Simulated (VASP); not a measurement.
Here is a VASP 6.6.1 calculation.

Contents of INCAR:

```
ALGO = Normal ; EDIFF = 1E-7
ENCUT = 520 ; GGA = PE
ISIF = 2 ; ISMEAR = -1
ISPIN = 2 ; ISYM = 0
IVDW = 12 ; LASPH = T
LCHARG = T ; LELF = T
LMAXMIX = 6 ; LORBIT = 11
LREAL = F ; LVHAR = T
LWAVE = F ; MAGMOM = 4.7 0 0
NBANDS = 35 ; NELM = 150
PREC = Accurate ; SIGMA = 0.1
```

File KPOINTS:

```
k-points
0
Gamma
  5 5 4
```

POSCAR

```
DyW2
1.0
    3.9105740500      0.0000000000      0.0000000000
   -1.9552870200      3.3866582800      0.0000000000
    0.0000000000      0.0000000000      4.9215676100
Dy W
1 2
Direct
    0.0000000000      0.0000000000      0.0000000000
    0.3333000000      0.6667000000      0.4060000000
    0.6667000000      0.3333000000      0.5940000000
```

Potentials or basis: VASP PAW PBE potentials, release 64 (Dy, W_sv).

Command:

```sh
$ cat potpaw_PBE.64/Dy/POTCAR potpaw_PBE.64/W_sv/POTCAR > POTCAR
$ mpirun -np 1 vasp_std > vasp.out
```

Problem. What does it give for the largest force?

Solution. 0.849 eV/Å.

Problem. Estimate the dispersion energy per atom.

Solution. -0.525 eV.

Problem. Predict the site moments.

Solution. Dy +4.64; W -0.00 μB.

Forces in eV/Å, atoms in the order of the input:
```
Dy   0.000  0.000  0.000
W    0.007 -0.003 -0.849
W   -0.007  0.003  0.849
```

Caveat: the k points lie up to 0.37 Å⁻¹ apart; the magnetic or orbital state may not be the lowest. The state reached can hang on the start; a lower one may exist.
